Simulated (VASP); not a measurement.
# Te (P4/nmm) in VASP: single point with PBE

Aim: the single point of Te with PBE.

All numbers are computed with VASP 6.6.1; they aren't measurements. Logs are shortened: lines on timing, memory, paths and dates and some standing lists are left out, and cuts for length are marked.

## Step 1: The cell of the first run

The structure is tetragonal, space group P4/nmm (No. 129). Conventional cell: a = 5.866 Å, b = 5.866 Å, c = 3.944 Å, α = 90.00°, β = 90.00°, γ = 90.00°. Te (site symmetry -4m2) has 14 Te at 3.28 to 4.15 Å within 4.3 Å. Within 4.3 Å of Te (site symmetry 4mm) lie 14 Te at 3.28 to 4.26 Å.

## Step 2: Single point, PBE

INCAR

```
SYSTEM = Te
PREC     = Accurate       ! precision mode
ENCUT    = 520            ! plane-wave cutoff, eV
EDIFF    = 1E-6           ! SCF threshold, eV
ISMEAR   = 0              ! smearing method
SIGMA    = 0.1            ! smearing width, eV
LREAL    = .False.        ! projectors in reciprocal space
LASPH    = .True.         ! aspherical terms in the spheres
NELM     = 60             ! most SCF steps
ALGO     = Normal         ! electronic algorithm
ISIF     = 2              ! what is computed and relaxed
LWAVE    = .False.        ! write WAVECAR
LCHARG   = .False.        ! write CHGCAR
GGA      = PE             ! functional
NBANDS   = 20             ! bands
```

KPOINTS

```
regular mesh
0
Gamma
  4 4 4
  0 0 0
```

POSCAR

```
Te
1.0
    5.8659680900      0.0000000000      0.0000000000
    0.0000000000      5.8659680900      0.0000000000
    0.0000000000      0.0000000000      3.9437164600
Te
4
Direct
    0.0000000000      0.0000000000      0.0000000000
    0.5000000000      0.5000000000      0.0000000000
    0.0000000000      0.5000000000      0.6250000000
    0.5000000000      0.0000000000      0.3750000000
```

Potentials or basis: VASP PAW PBE potentials, release 64 (Te).

On the command line:

```
$ cat potpaw_PBE.64/Te/POTCAR > POTCAR
$ mpirun -np 1 vasp_std > vasp.out
```

OUTCAR:

```text
SYSTEM = Te
   PREC = Accurate
   ENCUT = 520
   EDIFF = 1E-6
   ISMEAR = 0
   LREAL = .False.
   LASPH = .True.
   NELM = 60
   ISIF = 2
   GGA = PE

 ion  position               nearest neighbor table
   1  0.000  0.000  0.000-   3 3.28   4 3.28   3 3.28   4 3.28
   2  0.500  0.500  0.000-   3 3.28   4 3.28   4 3.28   3 3.28
   3  0.000  0.500  0.625-   1 3.28   2 3.28   1 3.28   2 3.28
   4  0.500  0.000  0.375-   1 3.28   2 3.28   2 3.28   1 3.28

  LATTYP: Found a simple tetragonal cell.
 ALAT       =     5.8659680900
 C/A-ratio  =     0.6723044516

  Lattice vectors:

 A1 = (   5.8659680900,   0.0000000000,   0.0000000000)
 A2 = (   0.0000000000,   5.8659680900,   0.0000000000)
 A3 = (   0.0000000000,   0.0000000000,   3.9437164600)

Analysis of symmetry for initial positions (statically):
=====================================================================
 Subroutine PRICEL returns:
 Original cell was already a primitive cell.

 Routine SETGRP: Setting up the symmetry group for a
 simple tetragonal supercell.

 Subroutine GETGRP returns: Found 16 space group operations
 (whereof  8 operations were pure point group operations)
 out of a pool of 16 trial point group operations.

The static configuration has the point symmetry D_2d.
 The point group associated with its full space group is D_4h.

Analysis of symmetry for dynamics (positions and initial velocities):
=====================================================================
 Subroutine PRICEL returns:
 Original cell was already a primitive cell.

 Routine SETGRP: Setting up the symmetry group for a
 simple tetragonal supercell.

 Subroutine GETGRP returns: Found 16 space group operations
 (whereof  8 operations were pure point group operations)
 out of a pool of 16 trial point group operations.

The dynamic configuration has the point symmetry D_2d.
 The point group associated with its full space group is D_4h.

 Subroutine INISYM returns: Found 16 space group operations
 (whereof  8 operations are pure point group operations),
 and found     1 'primitive' translations

----------------------------------------------------------------------------------------

                                     Primitive cell

  volume of cell :     135.7016

  direct lattice vectors                    reciprocal lattice vectors
[... 81 lines left out ...]
   LASPH  =      T    aspherical Exc in radial PAW
   ENCUT  =  520.0 eV  38.22 Ry    6.18 a.u.  10.91 10.91  7.33*2*pi/ulx,y,z
   NELM   =     60;   NELMIN=  2; NELMDL= -5     # of ELM steps
   EDIFF  = 0.1E-05   stopping-criterion for ELM
   LREAL  =      F    real-space projection
   EDIFFG = 0.1E-04   stopping-criterion for IOM
   NSW    =      0    number of steps for IOM
   IBRION =     -1    ionic relax: 0-MD 1-quasi-New 2-CG
   NFREE  =      0    steps in history (QN), initial steepest desc. (CG)
   ISIF   =      2    stress and relaxation
   ISYM   =      2    0-nonsym 1-usesym 2-fastsym
   POTIM  = 0.5000    time-step for ionic-motion
   TEBEG  =    0.0;   TEEND  =   0.0 temperature during run
   PSTRESS=    0.0 pullay stress
   NELECT =      24.0000    total number of electrons
   NUPDOWN=      -1.0000    fix difference up-down
   EMIN   =  10.00;   EMAX   =-10.00  energy-range for DOS
   EFERMI =   0.00;   METHOD = LEGACY
   ISMEAR =     0;   SIGMA  =   0.10  broadening in eV -4-tet -1-fermi 0-gaus
   EFERMI_NEDOS =   21; number of points for ismear=-14 and -15
   IALGO  =     38    algorithm
   IMIX   =      4    mixing-type and parameters
     AMIX     =   0.40;   BMIX     =  1.00
     AMIX_MAG =   1.60;   BMIX_MAG =  1.00
  volume/ion in A,a.u.               =      33.93       228.94
  Fermi-wavevector in a.u.,A,eV,Ry     =   0.918932  1.736530 11.489259  0.844437
  Thomas-Fermi vector in A             =   2.044070
   LORBIT       =      0    0 simple, 1 ext, 2 COOP (PROOUT), +10 PAW based schemes
   GGA     = PE    functional components
   LHFCALC =     F    Hartree Fock is set to
   AEXX    =    0.0000 exact exchange contribution
   IVDW    =     0    specifies the selected vdW correction
   LEPSILON=     F    determine dielectric tensor
   LRPA    =     F    only Hartree local field effects (RPA)
 non-spin polarized calculation
 Gauss-broadening in eV      SIGMA  =   0.10
  energy-cutoff  :      520.00
  volume of cell :      135.70
 maximum number of plane-waves:      3694
 NGX is ok and might be reduce to    48
   NGX = 21   NGY = 21   NGZ = 15

 number of electron      23.9999999 magnetization

 Free energy of the ion-electron system (eV)
  ---------------------------------------------------
  ext. energy  EPLUGINS =         0.00000000
  ---------------------------------------------------
  free energy    TOTEN  =       -11.08284692 eV

  energy without entropy =      -11.07269955  energy(sigma->0) =      -11.07777324

 E-fermi :   5.8058     XC(G=0):  -9.2555

 val. band max:        5.7402529868   @ k =   0.5000   0.5000   0.0000
 cond. band min:       5.8102531674   @ k =   0.0000   0.0000   0.2500
 fundamental gap:      0.0700001806
 Fermi energy:         5.8057914934

 k-point     1 :       0.0000    0.0000    0.0000
  band No.  band energies     occupation
      1      -7.1448      2.00000
      2      -5.0509      2.00000
      3      -4.9841      2.00000
      4      -3.2363      2.00000
      5       0.6525      2.00000
      6       0.6525      2.00000
[... 403 lines left out ...]
     19      11.1342      0.00000
     20      11.1342      0.00000

------------------------ aborting loop because EDIFF is reached ----------------------------------------

  FORCE on cell =-STRESS in cart. coord.  units (eV):
  Direction    XX          YY          ZZ          XY          YZ          ZX
  --------------------------------------------------------------------------------------
  -------------------------------------------------------------------------------------
  Total       -4.4204297     -4.4204297     -2.2816853      0.0000000      0.0000000      0.0000000
  in kB      -52.1903240    -52.1903240    -26.9389863      0.0000000      0.0000000      0.0000000
  external PRESSURE =     -43.7732114 kB  Pullay stress =       0.0000000 kB

 VOLUME and BASIS-vectors are now :
 -----------------------------------------------------------------------------
  energy-cutoff  :      520.00
  volume of cell :      135.70
      direct lattice vectors                 reciprocal lattice vectors
     5.865968090  0.000000000  0.000000000     0.170474845  0.000000000  0.000000000
     0.000000000  5.865968090  0.000000000     0.000000000  0.170474845  0.000000000
     0.000000000  0.000000000  3.943716460     0.000000000  0.000000000  0.253567925

 POSITION                                       TOTAL-FORCE (eV/Angst)
 -----------------------------------------------------------------------------------
      0.00000      0.00000      0.00000         0.000000      0.000000      0.000000
      2.93298      2.93298      0.00000         0.000000      0.000000      0.000000
      0.00000      2.93298      2.46482        -0.000000     -0.000000      0.361223
      2.93298      0.00000      1.47889         0.000000      0.000000     -0.361223
 -----------------------------------------------------------------------------------
    total drift:                               -0.000000      0.000000     -0.000000

  FREE ENERGIE OF THE ION-ELECTRON SYSTEM (eV)
  ---------------------------------------------------
  free  energy   TOTEN  =       -11.0828469240 eV

  energy  without entropy=      -11.0726995497  energy(sigma->0) =      -11.07777324
```

OSZICAR:

```text
N       E                     dE             d eps       ncg     rms          rms(c)
DAV:   1     0.947345083892E+02    0.94735E+02   -0.86839E+03   720   0.955E+02
DAV:   2    -0.462433233765E+01   -0.99359E+02   -0.96706E+02   996   0.142E+02
DAV:   3    -0.109719851470E+02   -0.63477E+01   -0.62830E+01   876   0.375E+01
DAV:   4    -0.110871702694E+02   -0.11519E+00   -0.11514E+00   864   0.602E+00
DAV:   5    -0.110898342788E+02   -0.26640E-02   -0.26640E-02   824   0.952E-01    0.101E+01
DAV:   6    -0.110827834621E+02    0.70508E-02   -0.17612E-02   828   0.606E-01    0.632E+00
DAV:   7    -0.110830382934E+02   -0.25483E-03   -0.32660E-02   772   0.844E-01    0.379E-01
DAV:   8    -0.110828656723E+02    0.17262E-03   -0.12525E-03   816   0.175E-01    0.251E-01
DAV:   9    -0.110828522432E+02    0.13429E-04   -0.22334E-04   812   0.720E-02    0.866E-02
DAV:  10    -0.110828503873E+02    0.18559E-05   -0.12118E-05   824   0.185E-02    0.844E-03
DAV:  11    -0.110828476463E+02    0.27410E-05   -0.15564E-06   488   0.564E-03    0.409E-03
DAV:  12    -0.110828469240E+02    0.72234E-06   -0.18726E-07   432   0.250E-03
   1 F= -.11082847E+02 E0= -.11077773E+02  d E =-.101474E-01
```

Wall time 35 s (1 thread of Intel Xeon 6975P-C, shared host); peak memory 0.25 GiB.

What came out:

```yaml
Free_energy: -11.0828 eV
Pressure: -4.4 GPa
Largest_force: 0.361 eV/Å
Band_gap_on_the_k_mesh: zero (band 12 reaches 7.00 eV, above the bottom of band 13 at 5.07 eV)
```

Forces in eV/Å, atoms in the order of the input:
```
Te   0.000  0.000  0.000
Te   0.000  0.000  0.000
Te   0.000  0.000  0.361
Te   0.000  0.000 -0.361
```

Caveat: the k points lie up to 0.40 Å⁻¹ apart; spin-orbit coupling is left out, which moves the levels of the heavy elements.
